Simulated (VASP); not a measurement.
# Ni (P6/mmm) in VASP: relaxation of cell and atoms with revPBE

Aim: the relaxation of cell and atoms of Ni with revPBE.

Program: VASP 6.6.1. These are calculated values, not measurements. Logs are shortened: lines on timing, memory, paths and dates and some standing lists are left out, and cuts for length are marked.

### 1 The cell of the first run

The structure is hexagonal, space group P6/mmm (No. 191). Conventional cell: a = 3.954 Å, b = 3.954 Å, c = 2.424 Å, α = 90.00°, β = 90.00°, γ = 120.00°. Ni (site symmetry 6/mmm) has 14 Ni at 2.42 to 2.58 Å within 3.2 Å. Ni (site symmetry -6m2) has 11 Ni at 2.28 to 2.58 Å within 3.0 Å.

This isn't the form of Ni at room conditions, which is fcc.

### 2 Relaxation of cell and atoms, revPBE, collinear spin, ferromagnetic start

The input, INCAR:

```
SYSTEM = Ni
ALGO = Normal ; EDIFF = 1E-7
EDIFFG = -0.01 ; ENCUT = 600
GGA = RE ; IBRION = 2
ISIF = 3 ; ISMEAR = -1
ISPIN = 2 ; LASPH = .TRUE.
LCHARG = .FALSE. ; LMAXMIX = 4
LORBIT = 11 ; LREAL = .FALSE.
LWAVE = .FALSE. ; MAGMOM = 0.8 0.8 0.8
NELM = 150 ; NSW = 80
PREC = Accurate ; SIGMA = 0.05
```

The input, KPOINTS:

```
k-points
0
G
  9 9 13
  0 0 0
```

The input, POSCAR:

```
Ni
1.0
    3.9540713024      0.0000000000      0.0000000000
   -1.9770356512      3.4243261962      0.0000000000
    0.0000000000      0.0000000000      2.4238457083
Ni
3
Direct
    0.0000000000      0.0000000000      0.0000000000
    0.3333333333      0.6666666667      0.5000000000
    0.6666666667      0.3333333333      0.5000000000
```

Potentials or basis: VASP PAW PBE potentials, release 64 (Ni).

Launch:

```
$ cat potpaw_PBE.64/Ni/POTCAR > POTCAR
$ mpirun -np 1 vasp_std > vasp.out
```

OUTCAR:

```text
SYSTEM = Ni
   EDIFF = 1E-7
   EDIFFG = -0.01
   ENCUT = 600
   GGA = RE
   IBRION = 2
   ISIF = 3
   ISMEAR = -1
   ISPIN = 2
   LASPH = .TRUE.
   LORBIT = 11
   LREAL = .FALSE.
   NELM = 150
   NSW = 80
   PREC = Accurate

 ion  position               nearest neighbor table
   1  0.000  0.000  0.000-   2 2.58   3 2.58   2 2.58   3 2.58   2 2.58   2 2.58   3 2.58   3 2.58
                             3 2.58   3 2.58   2 2.58   2 2.58
   2  0.333  0.667  0.500-   3 2.28   3 2.28   3 2.28   1 2.58   1 2.58   1 2.58   1 2.58   1 2.58
                             1 2.58
   3  0.667  0.333  0.500-   2 2.28   2 2.28   2 2.28   1 2.58   1 2.58   1 2.58   1 2.58   1 2.58
                             1 2.58

  LATTYP: Found a hexagonal cell.
 ALAT       =     3.9540713024
 C/A-ratio  =     0.6130000000

  Lattice vectors:

 A1 = (   3.9540713024,   0.0000000000,   0.0000000000)
 A2 = (  -1.9770356512,   3.4243261962,   0.0000000000)
 A3 = (   0.0000000000,   0.0000000000,   2.4238457083)

Analysis of symmetry for initial positions (statically):
=====================================================================
 Subroutine PRICEL returns:
 Original cell was already a primitive cell.

 Routine SETGRP: Setting up the symmetry group for a
 hexagonal supercell.

 Subroutine GETGRP returns: Found 24 space group operations
 (whereof 24 operations were pure point group operations)
 out of a pool of 24 trial point group operations.

The static configuration has the point symmetry D_6h.

Analysis of symmetry for dynamics (positions and initial velocities):
=====================================================================
 Subroutine PRICEL returns:
 Original cell was already a primitive cell.

 Routine SETGRP: Setting up the symmetry group for a
 hexagonal supercell.

 Subroutine GETGRP returns: Found 24 space group operations
 (whereof 24 operations were pure point group operations)
 out of a pool of 24 trial point group operations.

The dynamic configuration has the point symmetry D_6h.

Analysis of structural, dynamic, and magnetic symmetry:
=====================================================================
 Subroutine PRICEL returns:
 Original cell was already a primitive cell.

 Routine SETGRP: Setting up the symmetry group for a
 hexagonal supercell.

 Subroutine GETGRP returns: Found 24 space group operations
 (whereof 24 operations were pure point group operations)
 out of a pool of 24 trial point group operations.

The overall configuration has the point symmetry D_6h.

 Subroutine INISYM returns: Found 24 space group operations
 (whereof 24 operations are pure point group operations),
 and found     1 'primitive' translations

----------------------------------------------------------------------------------------

                                     Primitive cell

  volume of cell :      32.8189

  direct lattice vectors                    reciprocal lattice vectors
     3.954071302  0.000000000  0.000000000     0.252903887  0.146014127  0.000000000
    -1.977035651  3.424326196  0.000000000     0.000000000  0.292028254  0.000000000
     0.000000000  0.000000000  2.423845708     0.000000000  0.000000000  0.412567515

  length of vectors
     3.954071302  3.954071302  2.423845708     0.292028254  0.292028254  0.412567515

  position of ions in fractional coordinates (direct lattice)
     0.000000000  0.000000000  0.000000000
     0.333333333  0.666666667  0.500000000
     0.666666667  0.333333333  0.500000000

  ion indices of the primitive-cell ions
   primitive index   ion index
                 1           1
                 2           2
                 3           3

----------------------------------------------------------------------------------------

 KPOINTS: k-points

Automatic generation of k-mesh.
 Grid dimensions read from file:
 generate k-points for:    9    9   13

 Generating k-lattice:

  Cartesian coordinates                     Fractional coordinates (reciprocal lattice)
     0.028100432  0.016223792  0.000000000     0.111111111  0.000000000  0.000000000
     0.000000000  0.032447584  0.000000000     0.000000000  0.111111111  0.000000000
     0.000000000  0.000000000  0.031735963     0.000000000  0.000000000  0.076923077

  Length of vectors
     0.032447584  0.032447584  0.031735963

  Shift w.r.t. Gamma in fractional coordinates (k-lattice)
     0.000000000  0.000000000  0.000000000

 Subroutine IBZKPT returns following result:
 ===========================================

 Found     84 irreducible k-points:

 Following reciprocal coordinates:
            Coordinates               Weight
  0.000000  0.000000  0.000000      1.000000
  0.111111  0.000000  0.000000      6.000000
  0.222222  0.000000  0.000000      6.000000
  0.333333  0.000000  0.000000      6.000000
  0.444444  0.000000  0.000000      6.000000
  0.111111  0.111111  0.000000      6.000000
[... 16 lines left out ...]
  0.333333  0.222222  0.076923     24.000000
  0.333333  0.333333  0.076923      4.000000
 [... further k-points ...]
   k-points           NKPTS =     84   k-points in BZ     NKDIM =     84   number of bands    NBANDS=     20
   number of dos      NEDOS =    301   number of ions     NIONS =      3
   total plane-waves  NPLWV =  20480
   dimension x,y,z NGX =    32 NGY =   32 NGZ =   20
   dimension x,y,z NGXF=    64 NGYF=   64 NGZF=   40
   ions per type =               3
   NGX,Y,Z   is equivalent  to a cutoff of  13.45, 13.45, 13.72 a.u.
   NGXF,Y,Z  is equivalent  to a cutoff of  26.91, 26.91, 27.44 a.u.
 SYSTEM =  Ni
   PREC   = accura    normal or accurate (medium, high low for compatibility)
   ISTART =      0    job   : 0-new  1-cont  2-samecut
   ICHARG =      2    charge: 1-file 2-atom 10-const
   ISPIN  =      2    spin polarized calculation?
   LNONCOLLINEAR =      F non collinear calculations
   LSORBIT =      F    spin-orbit coupling
   LASPH  =      T    aspherical Exc in radial PAW
   ENCUT  =  600.0 eV  44.10 Ry    6.64 a.u.   7.90  7.90  4.84*2*pi/ulx,y,z
   NELM   =    150;   NELMIN=  2; NELMDL= -5     # of ELM steps
   EDIFF  = 0.1E-06   stopping-criterion for ELM
   LREAL  =      F    real-space projection
   EDIFFG = -.1E-01   stopping-criterion for IOM
   NSW    =     80    number of steps for IOM
   IBRION =      2    ionic relax: 0-MD 1-quasi-New 2-CG
   NFREE  =      1    steps in history (QN), initial steepest desc. (CG)
   ISIF   =      3    stress and relaxation
   ISYM   =      2    0-nonsym 1-usesym 2-fastsym
   POTIM  = 0.5000    time-step for ionic-motion
   TEBEG  =    0.0;   TEEND  =   0.0 temperature during run
   PSTRESS=    0.0 pullay stress
   NELECT =      30.0000    total number of electrons
   NUPDOWN=      -1.0000    fix difference up-down
   EMIN   =  10.00;   EMAX   =-10.00  energy-range for DOS
   EFERMI =   0.00;   METHOD = LEGACY
   ISMEAR =    -1;   SIGMA  =   0.05  broadening in eV -4-tet -1-fermi 0-gaus
   EFERMI_NEDOS =   21; number of points for ismear=-14 and -15
   IALGO  =     38    algorithm
   IMIX   =      4    mixing-type and parameters
     AMIX     =   0.40;   BMIX     =  1.00
     AMIX_MAG =   1.60;   BMIX_MAG =  1.00
  volume/ion in A,a.u.               =      10.94        73.82
  Fermi-wavevector in a.u.,A,eV,Ry     =   1.588816  3.002428 34.345698  2.524338
  Thomas-Fermi vector in A             =   2.687762
   LORBIT       =     11    0 simple, 1 ext, 2 COOP (PROOUT), +10 PAW based schemes
   GGA     = RE    functional components
   LHFCALC =     F    Hartree Fock is set to
   AEXX    =    0.0000 exact exchange contribution
   IVDW    =     0    specifies the selected vdW correction
   LEPSILON=     F    determine dielectric tensor
   LRPA    =     F    only Hartree local field effects (RPA)
 conjugate gradient relaxation of ions
 spin polarized calculation
  energy-cutoff  :      600.00
  volume of cell :       32.82
 maximum number of plane-waves:      1110
 NGX is ok and might be reduce to    32
   NGX = 15   NGY = 15   NGZ =  9

--------------------------------------- Ionic step        1  -------------------------------------------

 number of electron      30.0000011 magnetization       1.8965210

 Free energy of the ion-electron system (eV)
  ---------------------------------------------------
  ext. energy  EPLUGINS =         0.00000000
  ---------------------------------------------------
  free energy    TOTEN  =       -14.82227569 eV

  energy without entropy =      -14.77185158  energy(sigma->0) =      -14.79706363

------------------------ aborting loop because EDIFF is reached ----------------------------------------

  FORCE on cell =-STRESS in cart. coord.  units (eV):
  Direction    XX          YY          ZZ          XY          YZ          ZX
  --------------------------------------------------------------------------------------
  -------------------------------------------------------------------------------------
  Total        1.7617670      1.7617670      0.9124912      0.0000000      0.0000000      0.0000000
  in kB       86.0071311     86.0071311     44.5466088      0.0000000      0.0000000      0.0000000
  external PRESSURE =      72.1869570 kB  Pullay stress =       0.0000000 kB
[... 170 lines left out ...]
  energy  without entropy=      -14.7996612518  energy(sigma->0) =      -14.82617361

--------------------------------------- Ionic step        6  -------------------------------------------

 number of electron      30.0000009 magnetization       1.9380354

 Free energy of the ion-electron system (eV)
  ---------------------------------------------------
  ext. energy  EPLUGINS =         0.00000000
  ---------------------------------------------------
  free energy    TOTEN  =       -14.85268834 eV

  energy without entropy =      -14.79965258  energy(sigma->0) =      -14.82617046

 E-fermi :   8.8785     XC(G=0): -12.8976

 val. band max:        8.8778818442   @ k =   0.2222   0.0000   0.4615
 cond. band min:       8.8800969752   @ k =   0.1111   0.0000   0.3077
 fundamental gap:      0.0022151310
 Fermi energy:         8.8785153253

 spin component 1

 k-point     1 :       0.0000    0.0000    0.0000
  band No.  band energies     occupation
      1       0.1905      1.00000
      2       4.8253      1.00000
      3       5.8637      1.00000
      4       5.8637      1.00000
      5       5.8707      1.00000
      6       5.8707      1.00000
[... 12 lines left out ...]
     19      14.7870      0.00000
[... 515 lines left out ...]
      6       6.0502      1.00000
[... 12 lines left out ...]
     19      19.8972      0.00000
     20      19.9703      0.00000

 [... further k-points ...]

 spin component 2

 k-point     1 :       0.0000    0.0000    0.0000
  band No.  band energies     occupation
      1       0.1428      1.00000
      2       5.3973      1.00000
      3       6.3658      1.00000
      4       6.3658      1.00000
      5       6.4118      1.00000
      6       6.4118      1.00000
[... 12 lines left out ...]
     19      15.0069      0.00000
[... 560 lines left out ...]
  FREE ENERGIE OF THE ION-ELECTRON SYSTEM (eV)
  ---------------------------------------------------
  free  energy   TOTEN  =       -14.8526883382 eV

  energy  without entropy=      -14.7996525815  energy(sigma->0) =      -14.82617046

 reached required accuracy - stopping structural energy minimisation

 total charge

# of ion       s       p       d       tot
------------------------------------------
    1        0.460   0.444   8.288   9.192
    2        0.494   0.468   8.316   9.277
    3        0.494   0.468   8.316   9.277
--------------------------------------------------
tot          1.447   1.379  24.921  27.747

 magnetization (x)

# of ion       s       p       d       tot
------------------------------------------
    1       -0.003  -0.024   0.659   0.632
    2       -0.006  -0.023   0.704   0.675
    3       -0.006  -0.023   0.704   0.675
--------------------------------------------------
tot         -0.015  -0.071   2.067   1.981
```

Run time: 8.2 min. Hardware: 1 thread of Intel Xeon Platinum 8124M at 3.00GHz (Skylake/Cascade Lake), shared host; peak memory 0.24 GiB.

What came out:

| Property | Result |
| --- | --- |
| Free energy | -14.8527 eV |
| Relaxed volume | 11.37 Å³/atom |
| Relaxed cell | a = 4.021 Å, b = 4.021 Å, c = 2.435 Å, α = 90.00°, β = 90.00°, γ = 120.00° |
| Space group after relaxing (to 0.1 Å) | P6/mmm (No. 191) |
| Energy gained by relaxing | 10.1 meV/atom |
| Ionic steps | 6 |
| Pressure after relaxing | -0.1 GPa |
| Net moment | 1.94 μB per cell |
| Site moments | Ni +0.63, +0.68 (each value once) μB |
| Valence electrons inside the program's atomic spheres | Ni 9.19, 9.28 (each value once) |

Step by step:
```csv
step,energy change (eV),largest force (eV/Å),pressure (GPa),volume (Å³)
1,0.0000,0.0000,7.22,32.82
2,-0.0112,0.0000,-5.19,35.21
3,-0.0300,0.0000,-0.12,34.12
4,-0.0300,0.0000,-0.28,34.14
5,-0.0304,0.0000,-0.12,34.11
6,-0.0304,0.0000,-0.13,34.10
```

Final structure:
```
Ni
1.0
     4.02109    0.00000    0.00000
    -2.01055    3.48237    0.00000
     0.00000    0.00000    2.43548
Ni
3
Direct
  0.00000 0.00000 0.00000
  0.33333 0.66667 0.50000
  0.66667 0.33333 0.50000
```

Levels at points of the mesh, in eV from the Fermi level:
Spin up:
```tsv
k point	band 12	band 13	band 14	band 15	band 16	band 17	band 18	band 19	band 20
(0.00, 0.00, 0.00)	-1.49	-1.48	-1.48	-0.48	-0.48	5.88	5.88	5.91	5.91
```
Spin down:
```
           k point  band 10  band 11  band 12  band 13  band 14  band 15  band 16  band 17  band 18  band 19
(0.00, 0.00, 0.00)    -1.30    -0.84    -0.84    -0.79    -0.79     0.25     0.25     6.13     6.13     6.13
```

Caveat: the PAW data sets were made with another functional, which shifts forces and pressure a little.
